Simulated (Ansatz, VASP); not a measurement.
# Sb: VASP and Ansatz over several settings

```
Sb
1.0
     3.28605    0.00000    0.00000
    -1.64303    2.84581    0.00000
     0.00000    0.00000    5.35849
Sb
2
Direct
  0.66667 0.33333 0.75000
  0.33333 0.66667 0.25000
```

Single points on this cell with VASP 6.6.1 and Ansatz 0.2.0. Each row is one pair of runs. Alike in all rows: spin: off; smearing: fermi-dirac, width 0.05 eV.

| level | k mesh | VASP's potentials, cutoff | Ansatz's potentials, cutoff | gap on the k mesh at the Fermi level (eV), VASP | gap on the k mesh at the Fermi level (eV), Ansatz | pressure (GPa), VASP | pressure (GPa), Ansatz |
| --- | --- | --- | --- | --- | --- | --- | --- |
| LDA | 9 × 9 × 5 | VASP PAW LDA potentials, release 64 (Sb), 520 eV | Ansatz PAW, 420 eV | none | none | 1.5 | 1.4 |
| r2SCAN | 9 × 9 × 5 | VASP PAW PBE potentials, release 64 (Sb), 520 eV | Ansatz PAW, 500 eV | none | ? | 5.2 | ? |
| PBE0 | 6 × 6 × 4 | VASP PAW PBE potentials, release 64 (Sb), 520 eV | Ansatz PAW, 420 eV | none | none | 2.9 | 4.3 |

**Question.** Fill in what Ansatz gave in row 2.

**Answer.** gap on the k mesh at the Fermi level (eV): none; pressure (GPa): 5.3.

VASP's potentials hold 10 valence electrons a cell and Ansatz's 30, so a difference there can come from the potentials and not from the codes.

A gap of «none» marks a metal or a gap that the smearing closes.

The k mesh is coarse in some rows, so the values compare programs but aren't converged. Spin-orbit coupling is off throughout.
